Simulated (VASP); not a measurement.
# Mg12F (a cell with a defect) in VASP: a series of runs

The runs below take Mg12F (a cell with a defect) through single point, with PBE.

All numbers are computed with VASP 6.6.1; they aren't measurements. Logs are shortened: lines on timing, memory, paths and dates and some standing lists are left out, and cuts for length are marked.

## (1) The cell of the first run

The cell holds a defect, 13 atoms: a = 6.420 Å, b = 9.630 Å, c = 5.213 Å, α = 90.00°, β = 90.00°, γ = 120.00°.

## (2) Single point, PBE

Input file INCAR:

```
PREC = Accurate ; ENCUT = 520
EDIFF = 1E-6 ; ISMEAR = -1
SIGMA = 0.05 ; LREAL = False
LASPH = True ; NELM = 100
ALGO = Normal ; ISIF = 2
LWAVE = False ; LCHARG = False
GGA = PE ; NBANDS = 28
```

Input file KPOINTS:

```
regular mesh
0
Gamma
  3 2 3
```

Input file POSCAR:

```
Mg12F
1.0
    6.4200000000      0.0000000000      0.0000000000
   -4.8150000000      8.3398250000      0.0000000000
    0.0000000000      0.0000000000      5.2130400000
Mg F
12 1
Direct
    0.0231933685      0.0176742318     -0.0147898347
    0.1459067719      0.2089971912      0.4905391096
   -0.0448514069      0.3401150504      0.0716472538
    0.1424823972      0.5156463115      0.5304582355
    0.0437946111      0.7038756808      0.0200650676
    0.1779155462      0.9043235320      0.5394357227
    0.5062141648      0.0406843069     -0.0304237067
    0.6428816592      0.2267913296      0.5377860135
    0.5120192531      0.3536165327      0.0216188635
    0.6458900434      0.5470018855      0.4731979804
    0.6168794889      0.7311664214     -0.0194320397
    0.6774274004      0.9088440105      0.4954306892
    0.2181856695      0.5662828656      0.1023395178
```

Potentials or basis: VASP PAW PBE potentials, release 64 (Mg, F).

On the command line:

```bash
> cat potpaw_PBE.64/Mg/POTCAR potpaw_PBE.64/F/POTCAR > POTCAR
> mpirun -np 1 vasp_std > vasp.out
```

OUTCAR:

```text
PREC = Accurate
   ENCUT = 520
   EDIFF = 1E-6
   ISMEAR = -1
   LREAL = False
   LASPH = True
   NELM = 100
   ISIF = 2
   GGA = PE

 ion  position               nearest neighbor table
   1  0.023  0.018  0.985-  11 2.69   6 2.94   7 3.00   2 3.04   2 3.08   5 3.10   9 3.19  12 3.20
                            12 3.28   3 3.38   6 3.41   7 3.44
   2  0.146  0.209  0.491-  12 2.95   4 2.97   1 3.04   6 3.05   3 3.07   1 3.08   8 3.12   9 3.19
                            10 3.23   8 3.33   9 3.44
   3  0.955  0.340  0.072-  13 1.99   4 2.83   9 2.92   7 2.93   8 2.99   2 3.07   4 3.20   5 3.27
                             8 3.28   1 3.38   9 3.52
   4  0.142  0.516  0.530-  13 2.28   3 2.83   2 2.97   8 3.02  10 3.11   3 3.20  10 3.36   5 3.37
                             5 3.45  11 3.57  12 3.63   6 3.63
   5  0.044  0.704  0.020-  13 2.16  11 2.89   6 3.01   1 3.10   7 3.13   6 3.18  10 3.24   3 3.27
                             4 3.37   9 3.39   4 3.45  11 3.56  10 3.62
   6  0.178  0.904  0.539-   7 2.90   1 2.94   5 3.01   8 3.05   2 3.05   5 3.18  12 3.19  12 3.24
                             1 3.41  10 3.45   7 3.50   4 3.63
   7  0.506  0.041  0.970-   8 2.73   6 2.90   3 2.93   1 3.00   9 3.01   5 3.13  12 3.21   8 3.34
                            11 3.39  12 3.42   1 3.44   6 3.50
   8  0.643  0.227  0.538-   7 2.73   3 2.99   4 3.02   6 3.05  10 3.09   9 3.10   2 3.12  12 3.19
                             9 3.23   3 3.28   2 3.33   7 3.34
   9  0.512  0.354  0.022-  10 2.85   3 2.92   7 3.01   8 3.10   2 3.19   1 3.19   8 3.23  10 3.28
                            11 3.36   5 3.39   2 3.44   3 3.52
  10  0.646  0.547  0.473-   9 2.85   8 3.09   4 3.11  11 3.18   2 3.23  11 3.24   5 3.24   9 3.28
                             4 3.36  12 3.39   6 3.45   5 3.62
  11  0.617  0.731  0.981-  13 2.33   1 2.69   5 2.89  12 2.97  12 3.10  10 3.18  10 3.24   9 3.36
                             7 3.39   5 3.56   4 3.57
  12  0.677  0.909  0.495-   2 2.95  11 2.97  11 3.10   8 3.19   6 3.19   1 3.20   7 3.21   6 3.24
                             1 3.28  10 3.39   7 3.42   4 3.63
  13  0.218  0.566  0.102-   3 1.99   5 2.16   4 2.28  11 2.33

  LATTYP: Found a simple monoclinic cell.
 ALAT       =     6.4200000000
 B/A-ratio  =     0.8120000000
 C/A-ratio  =     1.3228757108
 COS(beta)  =    -0.1889822286

  Lattice vectors:

 A1 = (   6.4200000000,   0.0000000000,   0.0000000000)
 A2 = (   0.0000000000,   0.0000000000,   5.2130400000)
 A3 = (  -1.6050000000,  -8.3398250000,   0.0000000000)

Analysis of symmetry for initial positions (statically):
=====================================================================
 Subroutine PRICEL returns:
 Original cell was already a primitive cell.

 Routine SETGRP: Setting up the symmetry group for a
 simple monoclinic supercell.

 Subroutine GETGRP returns: Found  1 space group operations
 (whereof  1 operations were pure point group operations)
 out of a pool of  4 trial point group operations.

The static configuration has the point symmetry C_1 .

Analysis of symmetry for dynamics (positions and initial velocities):
=====================================================================
 Subroutine PRICEL returns:
 Original cell was already a primitive cell.

 Routine SETGRP: Setting up the symmetry group for a
 simple monoclinic supercell.

 Subroutine GETGRP returns: Found  1 space group operations
 (whereof  1 operations were pure point group operations)
 out of a pool of  4 trial point group operations.

The dynamic configuration has the point symmetry C_1 .

 Subroutine INISYM returns: Found  1 space group operations
 (whereof  1 operations are pure point group operations),
 and found     1 'primitive' translations

----------------------------------------------------------------------------------------

                                     Primitive cell

  volume of cell :     279.1149

  direct lattice vectors                    reciprocal lattice vectors
     6.420000000  0.000000000  0.000000000     0.155763240  0.089929945  0.000000000
    -4.815000000  8.339825000  0.000000000     0.000000000  0.119906593  0.000000000
     0.000000000  0.000000000  5.213040000     0.000000000  0.000000000  0.191826650

  length of vectors
     6.420000000  9.630000313  5.213040000     0.179859895  0.119906593  0.191826650

  position of ions in fractional coordinates (direct lattice)
     0.023193369  0.017674232  0.985210165
     0.145906772  0.208997191  0.490539110
     0.955148593  0.340115050  0.071647254
     0.142482397  0.515646311  0.530458235
     0.043794611  0.703875681  0.020065068
     0.177915546  0.904323532  0.539435723
     0.506214165  0.040684307  0.969576293
     0.642881659  0.226791330  0.537786014
[... 34 lines left out ...]
     0.000000000  0.059953296  0.000000000     0.000000000  0.500000000  0.000000000
     0.000000000  0.000000000  0.063942217     0.000000000  0.000000000  0.333333333

  Length of vectors
     0.059953298  0.059953296  0.063942217

  Shift w.r.t. Gamma in fractional coordinates (k-lattice)
     0.000000000  0.000000000  0.000000000

 -----------------------------------------------------------------------------
|                                                                             |
|           W    W    AA    RRRRR   N    N  II  N    N   GGGG   !!!           |
|           W    W   A  A   R    R  NN   N  II  NN   N  G    G  !!!           |
|           W    W  A    A  R    R  N N  N  II  N N  N  G       !!!           |
|           W WW W  AAAAAA  RRRRR   N  N N  II  N  N N  G  GGG   !            |
|           WW  WW  A    A  R   R   N   NN  II  N   NN  G    G                |
|           W    W  A    A  R    R  N    N  II  N    N   GGGG   !!!           |
|                                                                             |
|     Your reciprocal lattice and k-lattice belong to different lattice       |
|     classes:                                                                |
|                                                                             |
|        The reciprocal lattice is simple monoclinic,                         |
|        whereas your k-lattice is hexagonal.                                 |
|                                                                             |
|     Results are often still useful ...                                      |
|                                                                             |
 -----------------------------------------------------------------------------

 Subroutine IBZKPT returns following result:
 ===========================================

 Found     10 irreducible k-points:

 Following reciprocal coordinates:
            Coordinates               Weight
  0.000000  0.000000  0.000000      1.000000
  0.333333  0.000000  0.000000      2.000000
  0.000000  0.500000  0.000000      1.000000
  0.333333  0.500000  0.000000      2.000000
  0.000000  0.000000  0.333333      2.000000
  0.333333  0.000000  0.333333      2.000000
 -0.333333  0.000000  0.333333      2.000000
  0.000000  0.500000  0.333333      2.000000
  0.333333  0.500000  0.333333      2.000000
 -0.333333  0.500000  0.333333      2.000000
   k-points           NKPTS =     10   k-points in BZ     NKDIM =     10   number of bands    NBANDS=     28
   number of dos      NEDOS =    301   number of ions     NIONS =     13
   total plane-waves  NPLWV = 138240
   dimension x,y,z NGX =    48 NGY =   72 NGZ =   40
   dimension x,y,z NGXF=    96 NGYF=  144 NGZF=   80
   ions per type =              12   1
   NGX,Y,Z   is equivalent  to a cutoff of  12.43, 12.43, 12.76 a.u.
   NGXF,Y,Z  is equivalent  to a cutoff of  24.86, 24.86, 25.51 a.u.
 SYSTEM =  unknown system
   PREC   = accura    normal or accurate (medium, high low for compatibility)
   ISTART =      0    job   : 0-new  1-cont  2-samecut
   ICHARG =      2    charge: 1-file 2-atom 10-const
   ISPIN  =      1    spin polarized calculation?
   LNONCOLLINEAR =      F non collinear calculations
   LSORBIT =      F    spin-orbit coupling
   LASPH  =      T    aspherical Exc in radial PAW
   ENCUT  =  520.0 eV  38.22 Ry    6.18 a.u.  11.94 17.91  9.69*2*pi/ulx,y,z
   NELM   =    100;   NELMIN=  2; NELMDL= -5     # of ELM steps
   EDIFF  = 0.1E-05   stopping-criterion for ELM
   LREAL  =      F    real-space projection
   EDIFFG = 0.1E-04   stopping-criterion for IOM
   NSW    =      0    number of steps for IOM
   IBRION =     -1    ionic relax: 0-MD 1-quasi-New 2-CG
   NFREE  =      0    steps in history (QN), initial steepest desc. (CG)
   ISIF   =      2    stress and relaxation
   ISYM   =      2    0-nonsym 1-usesym 2-fastsym
   POTIM  = 0.5000    time-step for ionic-motion
   TEBEG  =    0.0;   TEEND  =   0.0 temperature during run
   PSTRESS=    0.0 pullay stress
   NELECT =      31.0000    total number of electrons
   NUPDOWN=      -1.0000    fix difference up-down
   EMIN   =  10.00;   EMAX   =-10.00  energy-range for DOS
   EFERMI =   0.00;   METHOD = LEGACY
   ISMEAR =    -1;   SIGMA  =   0.05  broadening in eV -4-tet -1-fermi 0-gaus
   EFERMI_NEDOS =   21; number of points for ismear=-14 and -15
   IALGO  =     38    algorithm
   IMIX   =      4    mixing-type and parameters
     AMIX     =   0.40;   BMIX     =  1.00
     AMIX_MAG =   1.60;   BMIX_MAG =  1.00
  volume/ion in A,a.u.               =      21.47       144.89
  Fermi-wavevector in a.u.,A,eV,Ry     =   0.786927  1.487076  8.425461  0.619254
  Thomas-Fermi vector in A             =   1.891564
   LORBIT       =      0    0 simple, 1 ext, 2 COOP (PROOUT), +10 PAW based schemes
   GGA     = PE    functional components
   LHFCALC =     F    Hartree Fock is set to
   AEXX    =    0.0000 exact exchange contribution
   IVDW    =     0    specifies the selected vdW correction
   LEPSILON=     F    determine dielectric tensor
   LRPA    =     F    only Hartree local field effects (RPA)
 non-spin polarized calculation
  energy-cutoff  :      520.00
  volume of cell :      279.11
 maximum number of plane-waves:      7549
   NGX = 23   NGY = 35   NGZ = 19

 number of electron      30.9999998 magnetization

 Free energy of the ion-electron system (eV)
  ---------------------------------------------------
  ext. energy  EPLUGINS =         0.00000000
  ---------------------------------------------------
  free energy    TOTEN  =       -22.41594800 eV

  energy without entropy =      -22.34227430  energy(sigma->0) =      -22.37911115

 E-fermi :   2.8498     XC(G=0):  -8.5675

 val. band max:        2.8401217271   @ k =   0.3333   0.0000   0.3333
 cond. band min:       2.8545361230   @ k =   0.0000   0.0000   0.0000
 fundamental gap:      0.0144143959
 Fermi energy:         2.8497999735

 k-point     1 :       0.0000    0.0000    0.0000
  band No.  band energies     occupation
      1     -22.9896      2.00000
      2      -5.1925      2.00000
      3      -4.8264      2.00000
      4      -4.6508      2.00000
      5      -4.0245      2.00000
      6      -1.8569      2.00000
[... 289 lines left out ...]
     26       6.5566      0.00000
     27       6.6575      0.00000
 [bands above 27 left out]

------------------------ aborting loop because EDIFF is reached ----------------------------------------

  FORCE on cell =-STRESS in cart. coord.  units (eV):
  Direction    XX          YY          ZZ          XY          YZ          ZX
  --------------------------------------------------------------------------------------
  -------------------------------------------------------------------------------------
  Total        1.4223505      4.6601759      5.3680405      0.5535002      0.8405490      0.3930489
  in kB        8.1645863     26.7503748     30.8136640      3.1772055      4.8249254      2.2561823
  external PRESSURE =      21.9095417 kB  Pullay stress =       0.0000000 kB

 VOLUME and BASIS-vectors are now :
 -----------------------------------------------------------------------------
  energy-cutoff  :      520.00
  volume of cell :      279.11
      direct lattice vectors                 reciprocal lattice vectors
     6.420000000  0.000000000  0.000000000     0.155763240  0.089929945  0.000000000
    -4.815000000  8.339825000  0.000000000     0.000000000  0.119906593  0.000000000
     0.000000000  0.000000000  5.213040000     0.000000000  0.000000000  0.191826650

 POSITION                                       TOTAL-FORCE (eV/Angst)
 -----------------------------------------------------------------------------------
      0.06380      0.14740      5.13594        -0.030433      0.772324      0.387572
     -0.06960      1.74300      2.55720         0.215978      0.280800      0.200289
      4.49440      2.83650      0.37350         0.491286     -0.508458     -0.652357
     -1.56810      4.30040      2.76530         0.022287      0.944192      0.148533
     -3.10800      5.87020      0.10460         0.282389     -0.276239      0.121191
     -3.21210      7.54190      2.81210        -0.138005     -0.397348     -0.661837
      3.05400      0.33930      5.05444         0.422997     -0.669348      0.970119
      3.03530      1.89140      2.80350         0.069977      0.245012     -0.516793
      1.58450      2.94910      0.11270        -0.388951     -0.102066     -0.379094
      1.51280      4.56190      2.46680         0.331407      0.475491      0.589134
      0.43980      6.09780      5.11174        -0.855925     -1.070187      0.026911
     -0.02700      7.57960      2.58270        -0.168529     -0.171015     -0.181508
     -1.32590      4.72270      0.53350        -0.254478      0.476843     -0.052161
 -----------------------------------------------------------------------------------
    total drift:                                0.000265      0.000821      0.000640

  FREE ENERGIE OF THE ION-ELECTRON SYSTEM (eV)
  ---------------------------------------------------
  free  energy   TOTEN  =       -22.4159479974 eV

  energy  without entropy=      -22.3422742952  energy(sigma->0) =      -22.37911115
```

Wall time 72 s (1 thread of Intel Xeon Platinum 8488C (Sapphire Rapids), shared host); peak memory 0.36 GiB.

Results:

```
Free energy            : -22.4159 eV
Pressure               : 2.2 GPa
Largest force          : 1.371 eV/Å
Band gap on the k mesh : zero (an odd number of electrons rules out a gap without spin polarisation)
```

Forces on the atoms (eV/Å):
```
Mg  -0.030  0.772  0.388
Mg   0.216  0.281  0.200
Mg   0.491 -0.508 -0.652
Mg   0.022  0.944  0.149
Mg   0.282 -0.276  0.121
Mg  -0.138 -0.397 -0.662
Mg   0.423 -0.669  0.970
Mg   0.070  0.245 -0.517
Mg  -0.389 -0.102 -0.379
Mg   0.331  0.475  0.589
Mg  -0.856 -1.070  0.027
Mg  -0.169 -0.171 -0.182
F   -0.254  0.477 -0.052
```

Levels at points of the mesh, in eV from the Fermi level:
```tsv
k point	band 11	band 12	band 13	band 14	band 15	band 16	band 17	band 18	band 19	band 20
(0.00, 0.00, 0.00)	-1.84	-1.57	-1.10	-0.14	0.00	0.04	0.46	0.73	1.21	1.67
(0.00, 0.50, 0.00)	-1.83	-1.65	-1.31	-0.95	-0.80	-0.37	0.08	0.64	1.68	1.82
```

Caveat: the k points lie up to 0.40 Å⁻¹ apart, too coarse for converged energies and pressures of a metal; an odd number of electrons without spin polarisation forces a metal; a magnetic or distorted state may lie lower.

## (3) Single point, PBE

Input file INCAR:

```
SYSTEM = Mg12F
ALGO     = Normal         ! electronic algorithm
EDIFF    = 1E-7           ! SCF threshold, eV
ENCUT    = 520            ! plane-wave cutoff, eV
GGA      = PE             ! functional
ISIF     = 2              ! what is computed and relaxed
ISMEAR   = -1             ! smearing method
LASPH    = .True.         ! aspherical terms in the spheres
LCHARG   = .False.        ! write CHGCAR
LREAL    = .False.        ! projectors in reciprocal space
LWAVE    = .False.        ! write WAVECAR
NBANDS   = 28             ! bands
NELM     = 100            ! most SCF steps
PREC     = Accurate       ! precision mode
SIGMA    = 0.05           ! smearing width, eV
```

Input file KPOINTS:

```
k-points
0
Gamma
  3 2 3
  0 0 0
```

Input file POSCAR:

```
Mg12F
1.0
    6.4200000000      0.0000000000      0.0000000000
   -4.8150000000      8.3398250000      0.0000000000
    0.0000000000      0.0000000000      5.2130400000
Mg F
12 1
Direct
   -0.0252917397      0.0129858840     -0.0046997529
    0.1283091682      0.2036853291      0.4663689517
   -0.0016171137      0.3289757279     -0.0101092645
    0.2101244213      0.5718585222      0.5900779584
   -0.0009042801      0.7326053005      0.0496831024
    0.2541294888      0.9273336071      0.5287317957
    0.5115796805      0.0213793455      0.0727598484
    0.7062377911      0.2549214162      0.4632421773
    0.4697126167      0.3360861889     -0.0205446342
    0.6996200602      0.5482369234      0.5173564753
    0.5298587349      0.6987316880      0.0408398938
    0.6873828807      0.8836756167      0.5445191290
    0.1166365641      0.5384645361     -0.0546130473
```

Potentials or basis: VASP PAW PBE potentials, release 64 (Mg, F).

On the command line:

```bash
> cat potpaw_PBE.64/Mg/POTCAR potpaw_PBE.64/F/POTCAR > POTCAR
> mpirun -np 1 vasp_std > vasp.out
```

Wall time 84 s (1 thread of Intel Xeon Platinum 8488C (Sapphire Rapids), shared host); peak memory 0.37 GiB.

It converged, with:

| Item | Value |
| --- | --- |
| Free energy | -22.1423 eV |
| Pressure | 3.3 GPa |
| Largest force | 2.418 eV/Å |
| Band gap on the k mesh | zero (an odd number of electrons rules out a gap without spin polarisation) |

Forces on the atoms (eV/Å):
```
Mg   0.417  0.424  0.068
Mg   0.450  0.488  0.372
Mg  -0.032 -2.178  0.335
Mg  -0.002  0.093 -1.411
Mg   0.615 -0.668 -0.144
Mg  -0.825 -0.394  0.614
Mg   0.129 -0.070 -0.943
Mg  -0.178 -0.199  0.619
Mg   0.378 -0.057  0.030
Mg  -0.607  0.553 -0.008
Mg  -0.205 -0.310  0.280
Mg   0.110 -0.033 -0.326
F   -0.251  2.349  0.515
```

Stress tensor (GPa, compression positive):
```
 1.41  0.46  0.01
 0.46  4.33 -0.59
 0.01 -0.59  4.06
```

Levels at points of the mesh, in eV from the Fermi level:
| k point | band 12 | band 13 | band 14 | band 15 | band 16 | band 17 | band 18 | band 19 |
| --- | --- | --- | --- | --- | --- | --- | --- | --- |
| (0.00, 0.00, 0.00) | -1.55 | -1.16 | -0.08 | -0.05 | 0.12 | 0.51 | 0.74 | 1.48 |
| (0.00, 0.50, 0.00) | -1.66 | -1.32 | -0.94 | -0.68 | -0.27 | 0.01 | 0.59 | 1.70 |

Caveat: the k points lie up to 0.40 Å⁻¹ apart, too coarse for converged energies and pressures of a metal; the atoms stand as in a frame of molecular dynamics; an odd number of electrons without spin polarisation forces a metal; a magnetic or distorted state may lie lower.

(Continued in part 2 of 2.)
